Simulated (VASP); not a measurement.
Set up this calculation in VASP 6.6.1, as the native input.

- Task: single point
- Functional: HSE06
- Potentials or basis: VASP PAW PBE potentials, release 64 (Al, N)
- Cutoff: 520 eV
- k mesh: 6 × 6 × 4
- Occupations: gaussian, width 0.01 eV
- Spin: no spin polarisation
- Dipole correction: no
- Grid for exact exchange (PRECFOCK): Normal
- Further INCAR settings: ALGO = Normal; EDIFF = 1e-07; NBANDS = 16
- Share of exact exchange: 0.25
- Screening parameter: 0.2079 1/Å

AlN:

```
Al N
1.0
     3.23096    0.00000    0.00000
    -1.61548    2.79809    0.00000
     0.00000    0.00000    5.17774
Al N
2 2
Cartesian
  0.0000 1.8654 -0.0148
  1.6155 0.9327 2.5740
  0.0000 1.8654 1.9565
  1.6155 0.9327 4.5454
```

This cell differs from its parent crystal: strain +4.0%.

These files were run (other wordings do the same):

POSCAR

```
AlN
1.0
    3.2309615106      0.0000000000      0.0000000000
   -1.6154807553      2.7980947468      0.0000000000
    0.0000000000      0.0000000000      5.1777352140
Al N
2 2
Direct
    0.3333333333      0.6666666667     -0.0028649891
    0.6666666667      0.3333333333      0.4971350109
    0.3333333333      0.6666666667      0.3778649891
    0.6666666667      0.3333333333      0.8778649891
```

INCAR.step1

```
PREC     = Accurate       # precision mode
ENCUT    = 520            # plane-wave cutoff, eV
EDIFF    = 1E-5           # SCF threshold, eV
ISMEAR   = 0              # smearing method
SIGMA    = 0.01           # smearing width, eV
LREAL    = F              # projectors in reciprocal space
LASPH    = T              # aspherical terms in the spheres
NELM     = 60             # most SCF steps
ALGO     = Normal         # electronic algorithm
ISIF     = 2              # what is computed and relaxed
LWAVE    = T              # write WAVECAR
LCHARG   = F              # write CHGCAR
GGA      = PE             # functional
NBANDS   = 16             # bands
```

INCAR.step2

```
PREC     = Accurate       # precision mode
ENCUT    = 520            # plane-wave cutoff, eV
EDIFF    = 1E-7           # SCF threshold, eV
ISMEAR   = 0              # smearing method
SIGMA    = 0.01           # smearing width, eV
LREAL    = F              # projectors in reciprocal space
LASPH    = T              # aspherical terms in the spheres
NELM     = 60             # most SCF steps
ALGO     = Normal         # electronic algorithm
ISIF     = 2              # what is computed and relaxed
LWAVE    = F              # write WAVECAR
LCHARG   = F              # write CHGCAR
GGA      = PE             # functional
LHFCALC  = T              # exact exchange
HFSCREEN = 0.2079         # screening, 1/A
PRECFOCK = Normal       
ISTART   = 1            
NBANDS   = 16             # bands
```

KPOINTS

```
regular mesh
0
Gamma
  6 6 4
```

Potentials or basis: VASP PAW PBE potentials, release 64 (Al, N).

Run with:

```console
$ cat potpaw_PBE.64/Al/POTCAR potpaw_PBE.64/N/POTCAR > POTCAR
$ cp INCAR.step1 INCAR
$ mpirun -np 1 vasp_std > vasp.out
$ cp INCAR.step2 INCAR
$ mpirun -np 1 vasp_std > vasp.out
```

Results of the run:

```
Pressure               : -20.5 GPa
Largest force          : 0.007 eV/Å
Band gap on the k mesh : 4.50 eV
```

Caveat: the cell differs from its parent crystal (strain +4.0%); the cell stands under tension; the PAW data sets were made with another functional, which shifts forces and pressure a little.

Wall time 44 min on 1 thread of AMD EPYC 7R43 64-Core Processor (Zen 3), on a shared host, peak memory 0.23 GiB.
